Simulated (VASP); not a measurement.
# CsSnBr3 (Pm-3m) in VASP: single point with PBE

Aim: the single point of CsSnBr3 with PBE.

All numbers are computed with VASP 6.6.1; they aren't measurements. Logs are shortened: lines on timing, memory, paths and dates and some standing lists are left out, and cuts for length are marked.

### 1 The cell of the first run

It takes space group Pm-3m (No. 221, cubic). The conventional cell has a = 5.372 Å, b = 5.372 Å, c = 5.372 Å, α = 90.00°, β = 90.00°, γ = 90.00°. Cs (site symmetry m-3m) has 12 Br at 3.80 Å and 8 Sn at 4.65 Å within 5.0 Å. Within 3.5 Å of Sn (site symmetry m-3m) lie 6 Br at 2.69 Å. Br (site symmetry 4/mmm) has 2 Sn at 2.69 Å within 3.5 Å.

### 2 Single point, PBE (strain -0.080 along x and y, -0.080 along z)

The input, INCAR:

```
SYSTEM = CsSnBr3
PREC = Accurate ; ENCUT = 500
EDIFF = 1E-6 ; ISMEAR = 0
SIGMA = 0.05 ; LREAL = .False.
LASPH = .True. ; NELM = 120
ALGO = Normal ; ISIF = 2
LWAVE = .False. ; LCHARG = .False.
GGA = PE ; NBANDS = 30
GGA_COMPAT = .False.
```

The input, KPOINTS:

```
regular mesh
0
Gamma
  6 6 6
  0 0 0
```

The input, POSCAR:

```
CsSnBr3
1.0
    5.3718851612      0.0000000000      0.0000000000
    0.0000000000      5.3718851612      0.0000000000
    0.0000000000      0.0000000000      5.3718851612
Cs Sn Br
1 1 3
Direct
    0.0000000000      0.0000000000      0.0000000000
    0.5000000000      0.5000000000      0.5000000000
    0.5000000000      0.0000000000      0.5000000000
    0.5000000000      0.5000000000      0.0000000000
    0.0000000000      0.5000000000      0.5000000000
```

Potentials or basis: VASP PAW PBE potentials, release 64 (Cs_sv, Sn_d, Br).

Command:

```
cat potpaw_PBE.64/Cs_sv/POTCAR potpaw_PBE.64/Sn_d/POTCAR potpaw_PBE.64/Br/POTCAR > POTCAR
mpirun -np 1 vasp_std > vasp.out
```

OUTCAR:

```text
SYSTEM = CsSnBr3
   PREC = Accurate
   ENCUT = 500
   EDIFF = 1E-6
   ISMEAR = 0
   LREAL = .False.
   LASPH = .True.
   NELM = 120
   ISIF = 2
   GGA = PE

 ion  position               nearest neighbor table
   1  0.000  0.000  0.000-
   2  0.500  0.500  0.500-   3 2.69   4 2.69   5 2.69   4 2.69   3 2.69   5 2.69
   3  0.500  0.000  0.500-   2 2.69   2 2.69
   4  0.500  0.500  0.000-   2 2.69   2 2.69
   5  0.000  0.500  0.500-   2 2.69   2 2.69

  LATTYP: Found a simple cubic cell.
 ALAT       =     5.3718851612

  Lattice vectors:

 A1 = (   5.3718851612,   0.0000000000,   0.0000000000)
 A2 = (   0.0000000000,   5.3718851612,   0.0000000000)
 A3 = (   0.0000000000,   0.0000000000,   5.3718851612)

Analysis of symmetry for initial positions (statically):
=====================================================================
 Subroutine PRICEL returns:
 Original cell was already a primitive cell.

 Routine SETGRP: Setting up the symmetry group for a
 simple cubic supercell.

 Subroutine GETGRP returns: Found 48 space group operations
 (whereof 48 operations were pure point group operations)
 out of a pool of 48 trial point group operations.

The static configuration has the point symmetry O_h .

Analysis of symmetry for dynamics (positions and initial velocities):
=====================================================================
 Subroutine PRICEL returns:
 Original cell was already a primitive cell.

 Routine SETGRP: Setting up the symmetry group for a
 simple cubic supercell.

 Subroutine GETGRP returns: Found 48 space group operations
 (whereof 48 operations were pure point group operations)
 out of a pool of 48 trial point group operations.

The dynamic configuration has the point symmetry O_h .

 Subroutine INISYM returns: Found 48 space group operations
 (whereof 48 operations are pure point group operations),
 and found     1 'primitive' translations

----------------------------------------------------------------------------------------

                                     Primitive cell

  volume of cell :     155.0173

  direct lattice vectors                    reciprocal lattice vectors
     5.371885161  0.000000000  0.000000000     0.186154389  0.000000000  0.000000000
     0.000000000  5.371885161  0.000000000     0.000000000  0.186154389  0.000000000
     0.000000000  0.000000000  5.371885161     0.000000000  0.000000000  0.186154389

  length of vectors
     5.371885161  5.371885161  5.371885161     0.186154389  0.186154389  0.186154389

  position of ions in fractional coordinates (direct lattice)
     0.000000000  0.000000000  0.000000000
     0.500000000  0.500000000  0.500000000
     0.500000000  0.000000000  0.500000000
     0.500000000  0.500000000  0.000000000
     0.000000000  0.500000000  0.500000000

  ion indices of the primitive-cell ions
   primitive index   ion index
                 1           1
                 2           2
                 3           3
                 4           4
                 5           5

----------------------------------------------------------------------------------------

 KPOINTS: regular mesh

Automatic generation of k-mesh.
 Grid dimensions read from file:
 generate k-points for:    6    6    6

 Generating k-lattice:

  Cartesian coordinates                     Fractional coordinates (reciprocal lattice)
     0.031025732  0.000000000  0.000000000     0.166666667  0.000000000  0.000000000
     0.000000000  0.031025732  0.000000000     0.000000000  0.166666667  0.000000000
     0.000000000  0.000000000  0.031025732     0.000000000  0.000000000  0.166666667

  Length of vectors
     0.031025732  0.031025732  0.031025732

  Shift w.r.t. Gamma in fractional coordinates (k-lattice)
     0.000000000  0.000000000  0.000000000

 Subroutine IBZKPT returns following result:
 ===========================================

 Found     20 irreducible k-points:

 Following reciprocal coordinates:
            Coordinates               Weight
  0.000000  0.000000  0.000000      1.000000
  0.166667  0.000000  0.000000      6.000000
  0.333333  0.000000  0.000000      6.000000
  0.500000  0.000000  0.000000      3.000000
  0.166667  0.166667  0.000000     12.000000
  0.333333  0.166667  0.000000     24.000000
[... 12 lines left out ...]
  0.500000  0.500000  0.333333      6.000000
  0.500000  0.500000  0.500000      1.000000
   k-points           NKPTS =     20   k-points in BZ     NKDIM =     20   number of bands    NBANDS=     30
   number of dos      NEDOS =    301   number of ions     NIONS =      5
   total plane-waves  NPLWV =  64000
   dimension x,y,z NGX =    40 NGY =   40 NGZ =   40
   dimension x,y,z NGXF=    80 NGYF=   80 NGZF=   80
   ions per type =               1   1   3
   NGX,Y,Z   is equivalent  to a cutoff of  12.38, 12.38, 12.38 a.u.
   NGXF,Y,Z  is equivalent  to a cutoff of  24.76, 24.76, 24.76 a.u.
 SYSTEM =  CsSnBr3
   PREC   = accura    normal or accurate (medium, high low for compatibility)
   ISTART =      0    job   : 0-new  1-cont  2-samecut
   ICHARG =      2    charge: 1-file 2-atom 10-const
   ISPIN  =      1    spin polarized calculation?
   LNONCOLLINEAR =      F non collinear calculations
   LSORBIT =      F    spin-orbit coupling
   LASPH  =      T    aspherical Exc in radial PAW
   ENCUT  =  500.0 eV  36.75 Ry    6.06 a.u.   9.79  9.79  9.79*2*pi/ulx,y,z
   NELM   =    120;   NELMIN=  2; NELMDL= -5     # of ELM steps
   EDIFF  = 0.1E-05   stopping-criterion for ELM
   LREAL  =      F    real-space projection
   EDIFFG = 0.1E-04   stopping-criterion for IOM
   NSW    =      0    number of steps for IOM
   IBRION =     -1    ionic relax: 0-MD 1-quasi-New 2-CG
   NFREE  =      0    steps in history (QN), initial steepest desc. (CG)
   ISIF   =      2    stress and relaxation
   ISYM   =      2    0-nonsym 1-usesym 2-fastsym
   POTIM  = 0.5000    time-step for ionic-motion
   TEBEG  =    0.0;   TEEND  =   0.0 temperature during run
   PSTRESS=    0.0 pullay stress
   NELECT =      44.0000    total number of electrons
   NUPDOWN=      -1.0000    fix difference up-down
   EMIN   =  10.00;   EMAX   =-10.00  energy-range for DOS
   EFERMI =   0.00;   METHOD = LEGACY
   ISMEAR =     0;   SIGMA  =   0.05  broadening in eV -4-tet -1-fermi 0-gaus
   EFERMI_NEDOS =   21; number of points for ismear=-14 and -15
   IALGO  =     38    algorithm
   IMIX   =      4    mixing-type and parameters
     AMIX     =   0.40;   BMIX     =  1.00
     AMIX_MAG =   1.60;   BMIX_MAG =  1.00
  volume/ion in A,a.u.               =      31.00       209.22
  Fermi-wavevector in a.u.,A,eV,Ry     =   1.075885  2.033127 15.749119  1.157528
  Thomas-Fermi vector in A             =   2.211754
   LORBIT       =      0    0 simple, 1 ext, 2 COOP (PROOUT), +10 PAW based schemes
   GGA     = PE    functional components
   LHFCALC =     F    Hartree Fock is set to
   AEXX    =    0.0000 exact exchange contribution
   IVDW    =     0    specifies the selected vdW correction
   LEPSILON=     F    determine dielectric tensor
   LRPA    =     F    only Hartree local field effects (RPA)
 non-spin polarized calculation
 Gauss-broadening in eV      SIGMA  =   0.05
  energy-cutoff  :      500.00
  volume of cell :      155.02
 maximum number of plane-waves:      3948
 NGX is ok and might be reduce to    40
   NGX = 19   NGY = 19   NGZ = 19

 number of electron      44.0000005 magnetization

 Free energy of the ion-electron system (eV)
  ---------------------------------------------------
  ext. energy  EPLUGINS =         0.00000000
  ---------------------------------------------------
  free energy    TOTEN  =       -14.60713912 eV

  energy without entropy =      -14.60678203  energy(sigma->0) =      -14.60696057

 E-fermi :   4.8437     XC(G=0):  -8.7617

 val. band max:        4.6560159413   @ k =   0.5000   0.5000   0.3333
 cond. band min:       4.8589668769   @ k =   0.5000   0.5000   0.5000
 fundamental gap:      0.2029509356
 Fermi energy:         4.8437383810

 k-point     1 :       0.0000    0.0000    0.0000
  band No.  band energies     occupation
      1     -18.1322      2.00000
      2     -17.7664      2.00000
      3     -17.7664      2.00000
      4     -17.6507      2.00000
      5     -17.6507      2.00000
      6     -17.6507      2.00000
[... 22 lines left out ...]
     29      10.9129      0.00000
     30      10.9186      0.00000

 k-point     2 :       0.1667    0.0000    0.0000
  band No.  band energies     occupation
      1     -18.1306      2.00000
      2     -17.7664      2.00000
      3     -17.7598      2.00000
      4     -17.6510      2.00000
      5     -17.6510      2.00000
      6     -17.6507      2.00000
[... 22 lines left out ...]
     29       9.7709      0.00000
     30      10.4245      0.00000

 k-point     3 :       0.3333    0.0000    0.0000
  band No.  band energies     occupation
      1     -18.1274      2.00000
      2     -17.7664      2.00000
      3     -17.7466      2.00000
      4     -17.6515      2.00000
      5     -17.6515      2.00000
      6     -17.6507      2.00000
[... 22 lines left out ...]
     29       8.7786      0.00000
     30       9.5479      0.00000

 k-point     4 :       0.5000    0.0000    0.0000
  band No.  band energies     occupation
      1     -18.1258      2.00000
      2     -17.7664      2.00000
      3     -17.7399      2.00000
      4     -17.6518      2.00000
      5     -17.6518      2.00000
      6     -17.6507      2.00000
[... 484 lines left out ...]
     29       8.9163      0.00000
     30       9.3624      0.00000

 k-point    19 :       0.5000    0.5000    0.3333
  band No.  band energies     occupation
      1     -18.1183      2.00000
      2     -17.7326      2.00000
      3     -17.7256      2.00000
      4     -17.6527      2.00000
      5     -17.6525      2.00000
      6     -17.6525      2.00000
[... 22 lines left out ...]
     29       8.7527      0.00000
     30       9.5829      0.00000

 k-point    20 :       0.5000    0.5000    0.5000
  band No.  band energies     occupation
      1     -18.1173      2.00000
      2     -17.7256      2.00000
      3     -17.7256      2.00000
      4     -17.6528      2.00000
      5     -17.6528      2.00000
      6     -17.6528      2.00000
[... 22 lines left out ...]
     29       8.3840      0.00000
     30       9.8686      0.00000

------------------------ aborting loop because EDIFF is reached ----------------------------------------

  FORCE on cell =-STRESS in cart. coord.  units (eV):
  Direction    XX          YY          ZZ          XY          YZ          ZX
  --------------------------------------------------------------------------------------
  -------------------------------------------------------------------------------------
  Total        9.8312035      9.8312035      9.8312035     -0.0000000     -0.0000000      0.0000000
  in kB      101.6101537    101.6101537    101.6101537     -0.0000000     -0.0000000      0.0000000
  external PRESSURE =     101.6101537 kB  Pullay stress =       0.0000000 kB

 VOLUME and BASIS-vectors are now :
 -----------------------------------------------------------------------------
  energy-cutoff  :      500.00
  volume of cell :      155.02
      direct lattice vectors                 reciprocal lattice vectors
     5.371885161  0.000000000  0.000000000     0.186154389  0.000000000  0.000000000
     0.000000000  5.371885161  0.000000000     0.000000000  0.186154389  0.000000000
     0.000000000  0.000000000  5.371885161     0.000000000  0.000000000  0.186154389

 POSITION                                       TOTAL-FORCE (eV/Angst)
 -----------------------------------------------------------------------------------
      0.00000      0.00000      0.00000         0.000000      0.000000      0.000000
      2.68594      2.68594      2.68594         0.000000      0.000000      0.000000
      2.68594      0.00000      2.68594         0.000000      0.000000      0.000000
      2.68594      2.68594      0.00000         0.000000      0.000000      0.000000
      0.00000      2.68594      2.68594         0.000000      0.000000      0.000000
 -----------------------------------------------------------------------------------
    total drift:                               -0.000000      0.000000     -0.000000

  FREE ENERGIE OF THE ION-ELECTRON SYSTEM (eV)
  ---------------------------------------------------
  free  energy   TOTEN  =       -14.6071391152 eV

  energy  without entropy=      -14.6067820258  energy(sigma->0) =      -14.60696057
```

Run time: 1.9 min. Hardware: 1 thread of Intel Xeon Platinum 8259CL at 2.50GHz (Skylake/Cascade Lake), shared host; peak memory 0.28 GiB.

Results:

```
Free energy            : -14.6071 eV
Pressure               : 10.2 GPa
Band gap on the k mesh : zero (filled and empty bands touch)
```

Caveat: the cell differs from its parent crystal (strain -0.080 along x and y, -0.080 along z); spin-orbit coupling is left out, which moves the levels of the heavy elements.
